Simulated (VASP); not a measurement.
# NaH (I4/mmm) in VASP: a series of runs, part 2 of 2

VASP 6.6.1. Earlier steps stand in the parts before.

### Step 6. Single point, LDA (strain -0.015 along x and y, +0.015 along z)

Contents of INCAR:

```
PREC     = Accurate       # precision mode
ENCUT    = 520            # plane-wave cutoff, eV
EDIFF    = 1E-6           # SCF threshold, eV
ISMEAR   = 0              # smearing method
SIGMA    = 0.05           # smearing width, eV
LREAL    = False          # projectors in reciprocal space
LASPH    = True           # aspherical terms in the spheres
NELM     = 100            # most SCF steps
ALGO     = Normal         # electronic algorithm
ISIF     = 2              # what is computed and relaxed
LWAVE    = False          # write WAVECAR
LCHARG   = False          # write CHGCAR
NBANDS   = 11             # bands
```

Contents of KPOINTS:

```
Automatic mesh
0
Gamma
  8 8 8
```

Contents of POSCAR:

```
NaH
1.0
    0.0000000000      2.4034000000      2.4766000000
    2.4034000000      0.0000000000      2.4766000000
    2.4034000000      2.4034000000      0.0000000000
Na H
1 1
Direct
    0.0000000000      0.0000000000      0.0000000000
    0.5000000000      0.5000000000      0.5000000000
```

Potentials or basis: VASP PAW LDA potentials, release 64 (Na_pv, H).

Run with:

```sh
> cat potpaw_LDA.64/Na_pv/POTCAR potpaw_LDA.64/H/POTCAR > POTCAR
> mpirun -np 1 vasp_std > vasp.out
```

OUTCAR:

```text
PREC = Accurate
   ENCUT = 520
   EDIFF = 1E-6
   ISMEAR = 0
   LREAL = False
   LASPH = True
   NELM = 100
   ISIF = 2

 ion  position               nearest neighbor table
   1  0.000  0.000  0.000-
   2  0.500  0.500  0.500-

  LATTYP: Found a body centered tetragonal cell.
 ALAT       =     3.3989208758
 C/A-ratio  =     1.4572860567

  Lattice vectors:

 A1 = (  -2.4034000000,   0.0000000000,   2.4766000000)
 A2 = (   2.4034000000,   0.0000000000,   2.4766000000)
 A3 = (   0.0000000000,   2.4034000000,  -2.4766000000)

Analysis of symmetry for initial positions (statically):
=====================================================================
 Subroutine PRICEL returns:
 Original cell was already a primitive cell.

 Routine SETGRP: Setting up the symmetry group for a
 body centered tetragonal supercell.

 Subroutine GETGRP returns: Found 16 space group operations
 (whereof 16 operations were pure point group operations)
 out of a pool of 16 trial point group operations.

The static configuration has the point symmetry D_4h.

Analysis of symmetry for dynamics (positions and initial velocities):
[... 164 lines left out ...]
 fundamental gap:      3.3613301838
 Fermi energy:        -0.9182298694

 k-point     1 :       0.0000    0.0000    0.0000
  band No.  band energies     occupation
      1     -23.4629      2.00000
      2     -23.4537      2.00000
      3     -23.4537      2.00000
      4      -5.0086      2.00000
      5       8.9881      0.00000
      6      13.7275      0.00000
      7      13.8893      0.00000
      8      13.8893      0.00000
      9      14.7764      0.00000
     10      14.7830      0.00000
     11      14.7830      0.00000
[... 309 lines left out ...]
 k-point    24 :       0.3750    0.0000    0.1250
  band No.  band energies     occupation
      1     -23.5255      2.00000
      2     -23.4751      2.00000
      3     -23.4668      2.00000
      4      -3.0363      2.00000
      5       4.1450      0.00000
      6       8.3145      0.00000
      7      10.6933      0.00000
      8      12.7460      0.00000
      9      14.3504      0.00000
     10      16.6478      0.00000
     11      17.3241      0.00000

 [... further k-points ...]
[... 5 lines left out ...]
  --------------------------------------------------------------------------------------
  -------------------------------------------------------------------------------------
  Total       -0.3781919     -0.3781919     -0.5123075      0.0000000      0.0000000      0.0000000
  in kB      -21.1779931    -21.1779931    -28.6882006      0.0000000      0.0000000      0.0000000
  external PRESSURE =     -23.6813956 kB  Pullay stress =       0.0000000 kB

 VOLUME and BASIS-vectors are now :
 -----------------------------------------------------------------------------
  energy-cutoff  :      520.00
  volume of cell :       28.61
      direct lattice vectors                 reciprocal lattice vectors
     0.000000000  2.403400000  2.476600000    -0.208038612  0.208038612  0.201889687
     2.403400000  0.000000000  2.476600000     0.208038612 -0.208038612  0.201889687
     2.403400000  2.403400000  0.000000000     0.208038612  0.208038612 -0.201889687

 POSITION                                       TOTAL-FORCE (eV/Angst)
 -----------------------------------------------------------------------------------
      0.00000      0.00000      0.00000        -0.000000     -0.000000     -0.000000
      2.40340      2.40340      2.47660         0.000000      0.000000      0.000000
 -----------------------------------------------------------------------------------
    total drift:                               -0.000000     -0.000000      0.000000

  FREE ENERGIE OF THE ION-ELECTRON SYSTEM (eV)
  ---------------------------------------------------
  free  energy   TOTEN  =        -5.3850701400 eV

  energy  without entropy=       -5.3850701400  energy(sigma->0) =       -5.38507014
```

OSZICAR:

```text
N       E                     dE             d eps       ncg     rms          rms(c)
DAV:   1     0.376116023414E+02    0.37612E+02   -0.44858E+03  1301   0.729E+02
DAV:   2    -0.451149207271E+01   -0.42123E+02   -0.41462E+02  1355   0.194E+02
DAV:   3    -0.578933705365E+01   -0.12778E+01   -0.12764E+01  1549   0.323E+01
DAV:   4    -0.579735390713E+01   -0.80169E-02   -0.80161E-02  1536   0.261E+00
DAV:   5    -0.579742569725E+01   -0.71790E-04   -0.71789E-04  1497   0.250E-01    0.299E+00
DAV:   6    -0.547397042689E+01    0.32346E+00   -0.32827E-01  1518   0.288E+00    0.137E+00
DAV:   7    -0.538416731933E+01    0.89803E-01   -0.30066E-01  1441   0.198E+00    0.317E-01
DAV:   8    -0.538531181540E+01   -0.11445E-02   -0.68469E-03  1478   0.932E-01    0.668E-02
DAV:   9    -0.538508852543E+01    0.22329E-03   -0.11988E-03  1820   0.351E-01    0.224E-02
DAV:  10    -0.538506956177E+01    0.18964E-04   -0.72658E-05  1471   0.467E-02    0.303E-03
DAV:  11    -0.538507014003E+01   -0.57826E-06   -0.19181E-06  1502   0.850E-03
   1 F= -.53850701E+01 E0= -.53850701E+01  d E =-.848522E-21
```

stdout:

```text
POSCAR found type information on POSCAR NaH
 POSCAR found :  2 types and       2 ions
 scaLAPACK will be used
 LDA part: xc-table for (Slater(with rela. corr.)+CA(PZ))
 , standard interpolation
 POSCAR, INCAR and KPOINTS ok, starting setup
 FFT: planning ... GRIDC
 FFT: planning ... GRID_SOFT
 FFT: planning ... GRID
 WAVECAR not read
 entering main loop
```

Run time: 8.6 s. Hardware: 1 thread of Intel Xeon 6975P-C (Granite Rapids), shared host; peak memory 0.14 GiB.

What came out:

| Item | Value |
| --- | --- |
| Free energy | -5.3851 eV |
| Pressure | -2.4 GPa |
| Band gap on the k mesh | 3.36 eV, indirect (least direct gap 4.30 eV) |

Caveat: the cell differs from its parent crystal (strain -0.015 along x and y, +0.015 along z).

### Step 7. Overview

| cell | gap on the mesh (eV) | pressure (GPa) |
| --- | --- | --- |
| a = 3.399, b = 3.399, c = 3.451 Å, angles 59.5, 59.5, 61.0°, 2 atoms | 3.40 | -2.1 |
| a = 3.426, b = 3.426, c = 3.347 Å, angles 60.8, 60.8, 58.5°, 2 atoms | 3.40 | -1.7 |
| a = 3.425, b = 3.425, c = 3.399 Å, angles 60.3, 60.3, 59.5°, 2 atoms | 3.40 | -2.1 |
| a = 3.425, b = 3.425, c = 3.451 Å, angles 59.8, 59.8, 60.5°, 2 atoms | 3.38 | -2.4 |
| a = 3.451, b = 3.451, c = 3.399 Å, angles 60.5, 60.5, 59.0°, 2 atoms | 3.36 | -2.4 |

Alike in all rows: task single point; level LDA; potentials or basis VASP PAW LDA potentials, release 64 (Na_pv, H); no spin polarisation; k mesh 8 × 8 × 8; cutoff (eV) 520; smearing gaussian 0.05 eV.

Absolute energies hang on the potentials; compare differences alone.
